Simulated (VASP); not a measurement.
# WS2 (P6_3/mmc) in VASP: single point with HSE06

Aim: the single point of WS2 with HSE06.

Everything below comes from runs of VASP 6.6.1. Logs are shortened: lines on timing, memory, paths and dates and some standing lists are left out, and cuts for length are marked.

### Step 1. The cell of the first run

It takes space group P6_3/mmc (No. 194, hexagonal). The conventional cell has a = 3.146 Å, b = 3.146 Å, c = 12.708 Å, α = 90.00°, β = 90.00°, γ = 120.00°. W (site symmetry -6m2) has 6 S at 2.40 Å and 6 W at 3.15 Å within 3.2 Å. Within 3.2 Å of S (site symmetry 3m) lie 3 W at 2.40 Å and 7 S at 3.14 to 3.15 Å.

### Step 2. Single point, HSE06

Contents of POSCAR:

```
WS2
1.0
    3.1463183282      0.0000000029      0.0000000000
   -1.5731591666      2.7247915992      0.0000000000
    0.0000000000      0.0000000000     12.7077696160
W S
2 4
Direct
    0.3333333333      0.6666666667      0.2500000000
    0.6666666667      0.3333333333      0.7500000000
    0.3333333333      0.6666666667      0.6266423416
    0.6666666667      0.3333333333      0.1266423416
    0.3333333333      0.6666666667      0.8733576584
    0.6666666667      0.3333333333      0.3733576584
```

Contents of INCAR.step1:

```
PREC = Accurate ; ENCUT = 520
EDIFF = 1E-5 ; ISMEAR = 0
SIGMA = 0.01 ; LREAL = False
LASPH = True ; NELM = 60
ALGO = Normal ; ISIF = 2
LWAVE = True ; LCHARG = False
NBANDS = 35 ; GGA = PE
KPAR = 4
```

Contents of INCAR.step2:

```
PREC = Accurate ; ENCUT = 520
EDIFF = 1E-6 ; ISMEAR = 0
SIGMA = 0.01 ; LREAL = False
LASPH = True ; NELM = 60
ALGO = Normal ; ISIF = 2
LWAVE = False ; LCHARG = False
GGA = PE ; LHFCALC = True
HFSCREEN = 0.2079 ; PRECFOCK = Fast
NBANDS = 35 ; ISTART = 1
KPAR = 4
```

Contents of KPOINTS:

```
Automatic mesh
0
Gamma
  6 6 2
```

Potentials or basis: VASP PAW PBE potentials, release 64 (W_sv, S).

Started as:

```sh
$ cat potpaw_PBE.64/W_sv/POTCAR potpaw_PBE.64/S/POTCAR > POTCAR
$ cp INCAR.step1 INCAR
$ mpirun -np 4 vasp_std > vasp.out
$ cp INCAR.step2 INCAR
$ mpirun -np 4 vasp_std > vasp.out
```

OUTCAR:

```text
PREC = Accurate
   ENCUT = 520
   EDIFF = 1E-6
   ISMEAR = 0
   LREAL = False
   LASPH = True
   NELM = 60
   ISIF = 2
   GGA = PE
   LHFCALC = True
   HFSCREEN = 0.2079
   PRECFOCK = Fast
   ISTART = 1

 ion  position               nearest neighbor table
   1  0.333  0.667  0.250-   4 2.40   6 2.40   4 2.40   6 2.40   4 2.40   6 2.40
   2  0.667  0.333  0.750-   3 2.40   5 2.40   3 2.40   5 2.40   3 2.40   5 2.40
   3  0.333  0.667  0.627-   2 2.40   2 2.40   2 2.40
   4  0.667  0.333  0.127-   1 2.40   1 2.40   1 2.40
   5  0.333  0.667  0.873-   2 2.40   2 2.40   2 2.40
   6  0.667  0.333  0.373-   1 2.40   1 2.40   1 2.40

  LATTYP: Found a hexagonal cell.
 ALAT       =     3.1463183282
 C/A-ratio  =     4.0389332199

  Lattice vectors:

 A1 = (   3.1463183282,   0.0000000029,   0.0000000000)
 A2 = (  -1.5731591666,   2.7247915992,   0.0000000000)
 A3 = (   0.0000000000,   0.0000000000,  12.7077696160)

Analysis of symmetry for initial positions (statically):
=====================================================================
 Subroutine PRICEL returns:
 Original cell was already a primitive cell.

 Routine SETGRP: Setting up the symmetry group for a
 hexagonal supercell.

 Subroutine GETGRP returns: Found 24 space group operations
 (whereof 12 operations were pure point group operations)
 out of a pool of 24 trial point group operations.

The static configuration has the point symmetry D_3d.
 The point group associated with its full space group is D_6h.

Analysis of symmetry for dynamics (positions and initial velocities):
=====================================================================
 Subroutine PRICEL returns:
 Original cell was already a primitive cell.

 Routine SETGRP: Setting up the symmetry group for a
 hexagonal supercell.

 Subroutine GETGRP returns: Found 24 space group operations
 (whereof 12 operations were pure point group operations)
 out of a pool of 24 trial point group operations.

The dynamic configuration has the point symmetry D_3d.
 The point group associated with its full space group is D_6h.

 Subroutine INISYM returns: Found 24 space group operations
 (whereof 12 operations are pure point group operations),
 and found     1 'primitive' translations

----------------------------------------------------------------------------------------

                                     Primitive cell

  volume of cell :     108.9445

  direct lattice vectors                    reciprocal lattice vectors
     3.146318328  0.000000003  0.000000000     0.317831794  0.183500272  0.000000000
    -1.573159167  2.724791599  0.000000000    -0.000000000  0.367000544  0.000000000
     0.000000000  0.000000000 12.707769616     0.000000000  0.000000000  0.078692015

  length of vectors
     3.146318328  3.146318328 12.707769616     0.367000544  0.367000544  0.078692015

  position of ions in fractional coordinates (direct lattice)
     0.333333333  0.666666667  0.250000000
     0.666666667  0.333333333  0.750000000
     0.333333333  0.666666667  0.626642342
     0.666666667  0.333333333  0.126642342
     0.333333333  0.666666667  0.873357658
     0.666666667  0.333333333  0.373357658

  ion indices of the primitive-cell ions
   primitive index   ion index
                 1           1
                 2           2
                 3           3
                 4           4
                 5           5
                 6           6

----------------------------------------------------------------------------------------

 KPOINTS: Automatic mesh

Automatic generation of k-mesh.
 Grid dimensions read from file:
 generate k-points for:    6    6    2

 Generating k-lattice:

  Cartesian coordinates                     Fractional coordinates (reciprocal lattice)
     0.052971966  0.030583379  0.000000000     0.166666667  0.000000000  0.000000000
    -0.000000000  0.061166757  0.000000000     0.000000000  0.166666667  0.000000000
     0.000000000  0.000000000  0.039346008     0.000000000  0.000000000  0.500000000

  Length of vectors
     0.061166757  0.061166757  0.039346008

  Shift w.r.t. Gamma in fractional coordinates (k-lattice)
     0.000000000  0.000000000  0.000000000

 Subroutine IBZKPT returns following result:
 ===========================================

 Found     14 irreducible k-points:

 Following reciprocal coordinates:
            Coordinates               Weight
  0.000000  0.000000  0.000000      1.000000
  0.166667  0.000000  0.000000      6.000000
  0.333333  0.000000  0.000000      6.000000
  0.500000  0.000000  0.000000      3.000000
  0.166667  0.166667  0.000000      6.000000
  0.333333  0.166667  0.000000     12.000000
  0.333333  0.333333  0.000000      2.000000
  0.000000  0.000000  0.500000      1.000000
  0.166667  0.000000  0.500000      6.000000
  0.333333  0.000000  0.500000      6.000000
  0.500000  0.000000  0.500000      3.000000
  0.166667  0.166667  0.500000      6.000000
  0.333333  0.166667  0.500000     12.000000
  0.333333  0.333333  0.500000      2.000000
   k-points           NKPTS =     14   k-points in BZ     NKDIM =     72   number of bands    NBANDS=     35
   number of dos      NEDOS =    301   number of ions     NIONS =      6
   total plane-waves  NPLWV =  55296
   dimension x,y,z NGX =    24 NGY =   24 NGZ =   96
   dimension x,y,z NGXF=    48 NGYF=   48 NGZF=  192
   ions per type =               2   4
   NGX,Y,Z   is equivalent  to a cutoff of  12.68, 12.68, 12.56 a.u.
   NGXF,Y,Z  is equivalent  to a cutoff of  25.36, 25.36, 25.12 a.u.
 SYSTEM =  unknown system
   PREC   = accura    normal or accurate (medium, high low for compatibility)
   ISTART =      1    job   : 0-new  1-cont  2-samecut
   ICHARG =      0    charge: 1-file 2-atom 10-const
   ISPIN  =      1    spin polarized calculation?
   LNONCOLLINEAR =      F non collinear calculations
   LSORBIT =      F    spin-orbit coupling
   LASPH  =      T    aspherical Exc in radial PAW
   ENCUT  =  520.0 eV  38.22 Ry    6.18 a.u.   5.85  5.85 23.63*2*pi/ulx,y,z
   NELM   =     60;   NELMIN=  2; NELMDL=  0     # of ELM steps
   EDIFF  = 0.1E-05   stopping-criterion for ELM
   LREAL  =      F    real-space projection
   EDIFFG = 0.1E-04   stopping-criterion for IOM
   NSW    =      0    number of steps for IOM
   IBRION =     -1    ionic relax: 0-MD 1-quasi-New 2-CG
   NFREE  =      0    steps in history (QN), initial steepest desc. (CG)
   ISIF   =      2    stress and relaxation
   ISYM   =      3    0-nonsym 1-usesym 2-fastsym
   POTIM  = 0.5000    time-step for ionic-motion
   TEBEG  =    0.0;   TEEND  =   0.0 temperature during run
   PSTRESS=    0.0 pullay stress
   NELECT =      52.0000    total number of electrons
   NUPDOWN=      -1.0000    fix difference up-down
   EMIN   =  10.00;   EMAX   =-10.00  energy-range for DOS
   EFERMI =   0.00;   METHOD = LEGACY
   ISMEAR =     0;   SIGMA  =   0.01  broadening in eV -4-tet -1-fermi 0-gaus
   EFERMI_NEDOS =   21; number of points for ismear=-14 and -15
   IALGO  =     38    algorithm
   IMIX   =      1    mixing-type and parameters
     AMIX     =   0.40;   BMIX     =  1.00
     AMIX_MAG =   1.60;   BMIX_MAG =  1.00
  volume/ion in A,a.u.               =      18.16       122.53
  Fermi-wavevector in a.u.,A,eV,Ry     =   1.279403  2.417722 22.271012  1.636873
  Thomas-Fermi vector in A             =   2.411891
   LORBIT       =      0    0 simple, 1 ext, 2 COOP (PROOUT), +10 PAW based schemes
   GGA     = PE    functional components
   LHFCALC =     T    Hartree Fock is set to
   PRECFOCK=fast      Normal, Fast or Accurate (Low or Medium for compatibility)
   ENCUT4O =  -1.0   cutoff for four orbital integrals eV
   NKREDX  =     1    reduce k-point grid by
   NKREDY  =     1    reduce k-point grid by
   NKREDZ  =     1    reduce k-point grid by
   AEXX    =    0.2500 exact exchange contribution
   HFSCREEN=    0.2079 screening length (either q_TF or 0.3 A-1)
   HFSCREENC=   0.2079 screening length for correlation (either q_TF or 0.3 A-1)
   ENCUTFOCK=  -1.0 apply spherical cutoff to Coloumb kernel
   IVDW    =     0    specifies the selected vdW correction
   LEPSILON=     F    determine dielectric tensor
   LRPA    =     F    only Hartree local field effects (RPA)
 non-spin polarized calculation
 Gauss-broadening in eV      SIGMA  =   0.01
  energy-cutoff  :      520.00
  volume of cell :      108.94
 maximum number of plane-waves:      2957
 NGX is ok and might be reduce to    24
  NGX = 14; NGY = 14; NGZ = 56

 number of electron      51.9999989 magnetization

 Free energy of the ion-electron system (eV)
  ---------------------------------------------------
  ext. energy  EPLUGINS =         0.00000000
  ---------------------------------------------------
  free energy    TOTEN  =       -56.20577488 eV

  energy without entropy =      -56.20577488  energy(sigma->0) =      -56.20577488

 E-fermi :   6.8750     XC(G=0):  -8.8730

 val. band max:        6.6727255701   @ k =   0.0000   0.0000   0.0000
 cond. band min:       8.3803323327   @ k =   0.1667   0.1667   0.0000
 fundamental gap:      1.7076067625
 Fermi energy:         6.8750191229

 k-point     1 :       0.0000    0.0000    0.0000
  band No.  band energies     occupation
      1     -71.8221      2.00000
      2     -71.8221      2.00000
      3     -34.6376      2.00000
      4     -34.6375      2.00000
      5     -34.4021      2.00000
      6     -34.4021      2.00000
[... 27 lines left out ...]
     34      10.0546      0.00000
     35      12.4652      0.00000

 k-point     2 :       0.1667    0.0000    0.0000
  band No.  band energies     occupation
      1     -71.8157      2.00000
      2     -71.8157      2.00000
      3     -34.6163      2.00000
      4     -34.6162      2.00000
      5     -34.5206      2.00000
      6     -34.5206      2.00000
[... 27 lines left out ...]
     34      10.7167      0.00000
     35      14.1897      0.00000
[... 416 lines left out ...]
     34      12.0413      0.00000
     35      13.5985      0.00000

 k-point    14 :       0.3333    0.3333    0.5000
  band No.  band energies     occupation
      1     -71.7934      2.00000
      2     -71.7934      2.00000
      3     -34.7373      2.00000
      4     -34.7373      2.00000
      5     -34.7108      2.00000
      6     -34.7108      2.00000
[... 27 lines left out ...]
     34      12.7438      0.00000
     35      14.2125      0.00000

------------------------ aborting loop because EDIFF is reached ----------------------------------------

  FORCE on cell =-STRESS in cart. coord.  units (eV):
  Direction    XX          YY          ZZ          XY          YZ          ZX
  --------------------------------------------------------------------------------------
  -------------------------------------------------------------------------------------
  Total        0.3380954      0.3380954     -0.4766789      0.0000000      0.0000000     -0.0000000
  in kB        4.9721543      4.9721543     -7.0102128      0.0000000      0.0000000     -0.0000000
  external PRESSURE =       0.9780319 kB  Pullay stress =       0.0000000 kB

 VOLUME and BASIS-vectors are now :
 -----------------------------------------------------------------------------
  energy-cutoff  :      520.00
  volume of cell :      108.94
      direct lattice vectors                 reciprocal lattice vectors
     3.146318328  0.000000003  0.000000000     0.317831794  0.183500272  0.000000000
    -1.573159167  2.724791599  0.000000000    -0.000000000  0.367000544  0.000000000
     0.000000000  0.000000000 12.707769616     0.000000000  0.000000000  0.078692015

 POSITION                                       TOTAL-FORCE (eV/Angst)
 -----------------------------------------------------------------------------------
     -0.00000      1.81653      3.17694        -0.000000      0.000000      0.000000
      1.57316      0.90826      9.53083        -0.000000      0.000000      0.000000
     -0.00000      1.81653      7.96323         0.000000      0.000000      0.249807
      1.57316      0.90826      1.60934        -0.000000     -0.000000      0.249807
     -0.00000      1.81653     11.09843        -0.000000      0.000000     -0.249807
      1.57316      0.90826      4.74454         0.000000     -0.000000     -0.249807
 -----------------------------------------------------------------------------------
    total drift:                                0.000000     -0.000000     -0.000005

  FREE ENERGIE OF THE ION-ELECTRON SYSTEM (eV)
  ---------------------------------------------------
  free  energy   TOTEN  =       -56.2057748837 eV

  energy  without entropy=      -56.2057748837  energy(sigma->0) =      -56.20577488
```

It took 15 min on 4 MPI ranks of AMD EPYC 9R45 (Zen 5), shared host; peak memory 0.35 GiB.

Results:

```
Free energy            : -56.2058 eV
Pressure               : 0.1 GPa
Largest force          : 0.250 eV/Å
Band gap on the k mesh : 1.71 eV (least direct gap 2.38 eV)
```

Forces on the atoms (eV/Å):
```
W    0.000  0.000  0.000
W    0.000  0.000  0.000
S    0.000  0.000  0.250
S    0.000  0.000  0.250
S    0.000  0.000 -0.250
S    0.000  0.000 -0.250
```

Stress tensor (GPa, compression positive):
```
 0.50  0.00  0.00
 0.00  0.50  0.00
 0.00  0.00 -0.70
```

Caveat: the PAW data sets were made with another functional, which shifts forces and pressure a little; spin-orbit coupling is left out, which moves the levels of the heavy elements; this functional lacks dispersion, which binds layers or chains, so the pressure and a relaxed spacing across them are unreliable. A k mesh can miss the band edges.
